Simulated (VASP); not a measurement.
# CdSnTe2 (R-3m) in VASP: a series of runs

The runs below take CdSnTe2 through single point, with LDA.

Everything below comes from runs of VASP 6.6.1. Logs are shortened: lines on timing, memory, paths and dates and some standing lists are left out, and cuts for length are marked.

### Step 1. The cell of the first run

The structure is trigonal, space group R-3m (No. 166). Conventional cell: a = 4.484 Å, b = 4.484 Å, c = 21.323 Å, α = 90.00°, β = 90.00°, γ = 120.00°. Within 4.1 Å of Te (site symmetry 3m) lie 3 Cd at 3.09 Å and 3 Sn at 3.19 Å. Within 4.2 Å of Sn (site symmetry -3m) lie 6 Te at 3.19 Å. Within 4.1 Å of Cd (site symmetry -3m) lie 6 Te at 3.09 Å.

### Step 2. Single point, LDA

Input file INCAR:

```
SYSTEM = CdSnTe2
PREC = Accurate
ENCUT = 520
EDIFF = 1E-7
ISMEAR = 0
SIGMA = 0.1
LREAL = .False.
LASPH = .True.
NELM = 80
ALGO = Normal
ISIF = 2
LWAVE = .False.
LCHARG = .False.
GGA = CA
NBANDS = 27
```

Input file KPOINTS:

```
Automatic mesh
0
Gamma
  6 6 6
  0 0 0
```

Input file POSCAR:

```
CdSnTe2
1.0
    2.2419870046      1.2944118006      7.1076178158
   -2.2419870046      1.2944118006      7.1076178158
    0.0000000000     -2.5888236013      7.1076178158
Te Sn Cd
2 1 1
Direct
    0.2544020000      0.2544020000      0.2544020000
    0.7455980000      0.7455980000      0.7455980000
    0.5000000000      0.5000000000      0.5000000000
    0.0000000000      0.0000000000      0.0000000000
```

Potentials or basis: VASP PAW LDA potentials, release 64 (Te, Sn_d, Cd).

Run with:

```bash
$ cat potpaw_LDA.64/Te/POTCAR potpaw_LDA.64/Sn_d/POTCAR potpaw_LDA.64/Cd/POTCAR > POTCAR
$ mpirun -np 1 vasp_std > vasp.out
```

OUTCAR:

```text
SYSTEM = CdSnTe2
   PREC = Accurate
   ENCUT = 520
   EDIFF = 1E-7
   ISMEAR = 0
   LREAL = .False.
   LASPH = .True.
   NELM = 80
   ISIF = 2
   GGA = CA

 ion  position               nearest neighbor table
   1  0.254  0.254  0.254-   4 3.09   4 3.09   4 3.09   3 3.19   3 3.19   3 3.19
   2  0.746  0.746  0.746-   4 3.09   4 3.09   4 3.09   3 3.19   3 3.19   3 3.19
   3  0.500  0.500  0.500-   1 3.19   1 3.19   2 3.19   2 3.19   1 3.19   2 3.19
   4  0.000  0.000  0.000-   2 3.09   2 3.09   1 3.09   1 3.09   2 3.09   1 3.09

  LATTYP: Found a trigonal (rhomboedric) cell.
 ALAT       =     7.5644060344
 COS(alpha) =     0.8243102145

  Lattice vectors:

 A1 = (   2.2419870046,   1.2944118006,   7.1076178158)
 A2 = (  -2.2419870046,   1.2944118006,   7.1076178158)
 A3 = (   0.0000000000,  -2.5888236013,   7.1076178158)

Analysis of symmetry for initial positions (statically):
=====================================================================
 Subroutine PRICEL returns:
 Original cell was already a primitive cell.

 Routine SETGRP: Setting up the symmetry group for a
 trigonal (rhombohedral) supercell.

 Subroutine GETGRP returns: Found 12 space group operations
 (whereof 12 operations were pure point group operations)
 out of a pool of 12 trial point group operations.

The static configuration has the point symmetry D_3d.

Analysis of symmetry for dynamics (positions and initial velocities):
=====================================================================
 Subroutine PRICEL returns:
 Original cell was already a primitive cell.

 Routine SETGRP: Setting up the symmetry group for a
 trigonal (rhombohedral) supercell.

 Subroutine GETGRP returns: Found 12 space group operations
 (whereof 12 operations were pure point group operations)
 out of a pool of 12 trial point group operations.

The dynamic configuration has the point symmetry D_3d.

 Subroutine INISYM returns: Found 12 space group operations
 (whereof 12 operations are pure point group operations),
 and found     1 'primitive' translations

----------------------------------------------------------------------------------------

                                     Primitive cell

  volume of cell :     123.7602

  direct lattice vectors                    reciprocal lattice vectors
     2.241987005  1.294411801  7.107617816     0.223016458  0.128758612  0.046898038
    -2.241987005  1.294411801  7.107617816    -0.223016458  0.128758612  0.046898038
     0.000000000 -2.588823601  7.107617816     0.000000000 -0.257517224  0.046898038

  length of vectors
     7.564406034  7.564406034  7.564406034     0.261752835  0.261752835  0.261752835

  position of ions in fractional coordinates (direct lattice)
     0.254402000  0.254402000  0.254402000
     0.745598000  0.745598000  0.745598000
     0.500000000  0.500000000  0.500000000
     0.000000000  0.000000000  0.000000000

  ion indices of the primitive-cell ions
   primitive index   ion index
                 1           1
                 2           2
                 3           3
                 4           4

----------------------------------------------------------------------------------------

 KPOINTS: Automatic mesh

Automatic generation of k-mesh.
 Grid dimensions read from file:
 generate k-points for:    6    6    6

 Generating k-lattice:

  Cartesian coordinates                     Fractional coordinates (reciprocal lattice)
     0.037169410  0.021459769  0.007816340     0.166666667  0.000000000  0.000000000
    -0.037169410  0.021459769  0.007816340     0.000000000  0.166666667  0.000000000
     0.000000000 -0.042919537  0.007816340    -0.000000000 -0.000000000  0.166666667

  Length of vectors
     0.043625472  0.043625472  0.043625472

  Shift w.r.t. Gamma in fractional coordinates (k-lattice)
     0.000000000  0.000000000  0.000000000

 Subroutine IBZKPT returns following result:
 ===========================================

 Found     32 irreducible k-points:

 Following reciprocal coordinates:
            Coordinates               Weight
  0.000000  0.000000  0.000000      1.000000
  0.166667  0.000000  0.000000      6.000000
  0.333333 -0.000000  0.000000      6.000000
  0.500000 -0.000000 -0.000000      3.000000
  0.166667  0.166667  0.000000      6.000000
  0.333333  0.166667 -0.000000     12.000000
[... 16 lines left out ...]
  0.500000  0.500000  0.166667      6.000000
 -0.333333  0.500000  0.166667     12.000000
 [... further k-points ...]
   k-points           NKPTS =     32   k-points in BZ     NKDIM =     32   number of bands    NBANDS=     27
   number of dos      NEDOS =    301   number of ions     NIONS =      4
   total plane-waves  NPLWV = 175616
   dimension x,y,z NGX =    56 NGY =   56 NGZ =   56
   dimension x,y,z NGXF=   112 NGYF=  112 NGZF=  112
   ions per type =               2   1   1
   NGX,Y,Z   is equivalent  to a cutoff of  12.31, 12.31, 12.31 a.u.
   NGXF,Y,Z  is equivalent  to a cutoff of  24.61, 24.61, 24.61 a.u.
 SYSTEM =  CdSnTe2
   PREC   = accura    normal or accurate (medium, high low for compatibility)
   ISTART =      0    job   : 0-new  1-cont  2-samecut
   ICHARG =      2    charge: 1-file 2-atom 10-const
   ISPIN  =      1    spin polarized calculation?
   LNONCOLLINEAR =      F non collinear calculations
   LSORBIT =      F    spin-orbit coupling
   LASPH  =      T    aspherical Exc in radial PAW
   ENCUT  =  520.0 eV  38.22 Ry    6.18 a.u.  14.06 14.06 14.06*2*pi/ulx,y,z
   NELM   =     80;   NELMIN=  2; NELMDL= -5     # of ELM steps
   EDIFF  = 0.1E-06   stopping-criterion for ELM
   LREAL  =      F    real-space projection
   EDIFFG = 0.1E-05   stopping-criterion for IOM
   NSW    =      0    number of steps for IOM
   IBRION =     -1    ionic relax: 0-MD 1-quasi-New 2-CG
   NFREE  =      0    steps in history (QN), initial steepest desc. (CG)
   ISIF   =      2    stress and relaxation
   ISYM   =      2    0-nonsym 1-usesym 2-fastsym
   POTIM  = 0.5000    time-step for ionic-motion
   TEBEG  =    0.0;   TEEND  =   0.0 temperature during run
   PSTRESS=    0.0 pullay stress
   NELECT =      38.0000    total number of electrons
   NUPDOWN=      -1.0000    fix difference up-down
   EMIN   =  10.00;   EMAX   =-10.00  energy-range for DOS
   EFERMI =   0.00;   METHOD = LEGACY
   ISMEAR =     0;   SIGMA  =   0.10  broadening in eV -4-tet -1-fermi 0-gaus
   EFERMI_NEDOS =   21; number of points for ismear=-14 and -15
   IALGO  =     38    algorithm
   IMIX   =      4    mixing-type and parameters
     AMIX     =   0.40;   BMIX     =  1.00
     AMIX_MAG =   1.60;   BMIX_MAG =  1.00
  volume/ion in A,a.u.               =      30.94       208.79
  Fermi-wavevector in a.u.,A,eV,Ry     =   1.104441  2.087090 16.596241  1.219789
  Thomas-Fermi vector in A             =   2.240914
   LORBIT       =      0    0 simple, 1 ext, 2 COOP (PROOUT), +10 PAW based schemes
   GGA     = CA    functional components
   LHFCALC =     F    Hartree Fock is set to
   AEXX    =    0.0000 exact exchange contribution
   IVDW    =     0    specifies the selected vdW correction
   LEPSILON=     F    determine dielectric tensor
   LRPA    =     F    only Hartree local field effects (RPA)
 non-spin polarized calculation
 Gauss-broadening in eV      SIGMA  =   0.10
  energy-cutoff  :      520.00
  volume of cell :      123.76
 maximum number of plane-waves:      3356
   NGX = 29   NGY = 29   NGZ = 29

 number of electron      38.0000000 magnetization

 Free energy of the ion-electron system (eV)
  ---------------------------------------------------
  ext. energy  EPLUGINS =         0.00000000
  ---------------------------------------------------
  free energy    TOTEN  =       -14.48244296 eV

  energy without entropy =      -14.47805289  energy(sigma->0) =      -14.48024792

 E-fermi :   4.9748     XC(G=0):  -9.7051

 val. band max:        4.8727544273   @ k =   0.3333   0.1667   0.1667
 cond. band min:       4.9884376465   @ k =  -0.1667   0.1667   0.0000
 fundamental gap:      0.1156832192
 Fermi energy:         4.9748335117

 k-point     1 :       0.0000    0.0000    0.0000
  band No.  band energies     occupation
      1     -16.5543      2.00000
      2     -16.5543      2.00000
      3     -16.5442      2.00000
      4     -16.5431      2.00000
      5     -16.5431      2.00000
      6      -7.0979      2.00000
[... 19 lines left out ...]
     26      10.5017      0.00000
     27      10.6567      0.00000

 k-point     2 :       0.1667    0.0000    0.0000
  band No.  band energies     occupation
      1     -16.5559      2.00000
      2     -16.5533      2.00000
      3     -16.5440      2.00000
      4     -16.5427      2.00000
      5     -16.5423      2.00000
      6      -6.9077      2.00000
[... 19 lines left out ...]
     26      10.1011      0.00000
     27      10.4874      0.00000

 k-point     3 :       0.3333   -0.0000    0.0000
  band No.  band energies     occupation
      1     -16.5595      2.00000
      2     -16.5521      2.00000
      3     -16.5452      2.00000
      4     -16.5401      2.00000
      5     -16.5400      2.00000
      6      -6.4366      2.00000
[... 19 lines left out ...]
     26      10.4878      0.00000
     27      11.3254      0.00000

 k-point     4 :       0.5000   -0.0000   -0.0000
  band No.  band energies     occupation
      1     -16.5613      2.00000
      2     -16.5518      2.00000
      3     -16.5458      2.00000
      4     -16.5387      2.00000
      5     -16.5385      2.00000
      6      -6.0913      2.00000
[... 19 lines left out ...]
     26      10.6142      0.00000
     27      10.8521      0.00000
[... 516 lines left out ...]
      4     -16.5403      2.00000
      5     -16.5386      2.00000
      6      -6.1071      2.00000
[... 19 lines left out ...]
     26      11.7525      0.00000
     27      12.3146      0.00000

 k-point    23 :       0.5000    0.5000    0.1667
  band No.  band energies     occupation
      1     -16.5595      2.00000
      2     -16.5521      2.00000
      3     -16.5452      2.00000
      4     -16.5401      2.00000
      5     -16.5400      2.00000
      6      -6.2612      2.00000
[... 19 lines left out ...]
     26      11.0915      0.00000
     27      11.2883      0.00000

 k-point    24 :      -0.3333    0.5000    0.1667
  band No.  band energies     occupation
      1     -16.5595      2.00000
      2     -16.5533      2.00000
      3     -16.5443      2.00000
      4     -16.5403      2.00000
      5     -16.5386      2.00000
      6      -6.0501      2.00000
[... 19 lines left out ...]
     26      10.9951      0.00000
     27      11.2904      0.00000

 [... further k-points ...]
[... 5 lines left out ...]
  --------------------------------------------------------------------------------------
  -------------------------------------------------------------------------------------
  Total       -3.2712975     -3.2712975     -3.0257726      0.0000000      0.0000000      0.0000000
  in kB      -42.3496426    -42.3496426    -39.1711202      0.0000000      0.0000000      0.0000000
  external PRESSURE =     -41.2901351 kB  Pullay stress =       0.0000000 kB

 VOLUME and BASIS-vectors are now :
 -----------------------------------------------------------------------------
  energy-cutoff  :      520.00
  volume of cell :      123.76
      direct lattice vectors                 reciprocal lattice vectors
     2.241987005  1.294411801  7.107617816     0.223016458  0.128758612  0.046898038
    -2.241987005  1.294411801  7.107617816    -0.223016458  0.128758612  0.046898038
     0.000000000 -2.588823601  7.107617816     0.000000000 -0.257517224  0.046898038

 POSITION                                       TOTAL-FORCE (eV/Angst)
 -----------------------------------------------------------------------------------
      0.00000     -0.00000      5.42458         0.000000     -0.000000      0.072887
      0.00000     -0.00000     15.89828         0.000000      0.000000     -0.072887
      0.00000     -0.00000     10.66143         0.000000      0.000000     -0.000000
      0.00000      0.00000      0.00000         0.000000      0.000000      0.000000
 -----------------------------------------------------------------------------------
    total drift:                                0.000000      0.000000      0.000000

  FREE ENERGIE OF THE ION-ELECTRON SYSTEM (eV)
  ---------------------------------------------------
  free  energy   TOTEN  =       -14.4824429606 eV

  energy  without entropy=      -14.4780528866  energy(sigma->0) =      -14.48024792
```

Run time: 2.7 min. Hardware: 1 thread of Intel Xeon Platinum 8488C (Sapphire Rapids), shared host; peak memory 0.39 GiB.

Results:

| Property | Result |
| --- | --- |
| Free energy | -14.4824 eV |
| Pressure | -4.1 GPa |
| Largest force | 0.073 eV/Å |
| Band gap on the k mesh | zero (band 19 reaches 5.02 eV, above the bottom of band 20 at 4.51 eV) |

Forces in eV/Å, atoms in the order of the input:
```
Te   0.000  0.000  0.073
Te   0.000  0.000 -0.073
Sn   0.000  0.000  0.000
Cd   0.000  0.000  0.000
```

Levels at points of the mesh, in eV from the Fermi level:
| k point | band 17 | band 18 | band 19 | band 20 | band 21 | band 22 |
| --- | --- | --- | --- | --- | --- | --- |
| (0.00, 0.00, 0.00) | -1.26 | -1.01 | -1.01 | 1.05 | 1.53 | 1.53 |
| (0.50, 0.00, 0.00) | -2.28 | -2.13 | -1.31 | -0.46 | 3.19 | 3.40 |
| (0.50, 0.50, 0.00) | -2.78 | -0.92 | -0.86 | 1.12 | 1.70 | 1.95 |
| (0.50, 0.50, 0.50) | -1.20 | -1.20 | 0.05 | 0.56 | 2.09 | 2.09 |

Caveat: spin-orbit coupling is left out, which moves the levels of the heavy elements.

(Continued in part 2 of 2.)
